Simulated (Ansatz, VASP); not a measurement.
**ZnS in VASP and in Ansatz**

```
Zn S
1.0
     0.00000    2.64847    2.63523
     2.64847    0.00000    2.63523
     2.64847    2.64847    0.00000
Zn S
1 1
Direct
  0.75000 0.75000 0.75000
  0.00000 0.00000 0.00000
```

Change from the starting cell: z stretched by -0.5 %, x and y held.

Alike in both runs: task single point; functional LDA; k mesh 8 × 8 × 8; no spin polarisation.

```csv
,VASP,Ansatz
version,VASP 6.6.1,Ansatz 0.2.0
potentials or method,"VASP PAW LDA potentials, release 64 (Zn, S), cutoff 520 eV","all-electron LAPW, scalar-relativistic"
occupations,"gaussian, width 0.01 eV",fixed
```

|  | VASP | Ansatz | Ansatz less VASP |
| --- | --- | --- | --- |
| gap on the k mesh at the Fermi level (eV) | 2.17 | 2.14 | -0.034 |
| pressure (GPa) | 0.7 | 0.4 | -0.23 |
| traceless stress, the component that is largest in VASP (GPa) | 0.15 | 0.15 | 0.000 |

LDA's correlation is that of Perdew and Zunger in VASP and of Perdew and Wang (1992) in Ansatz. Ansatz ran all-electron here, and VASP with PAW potentials.
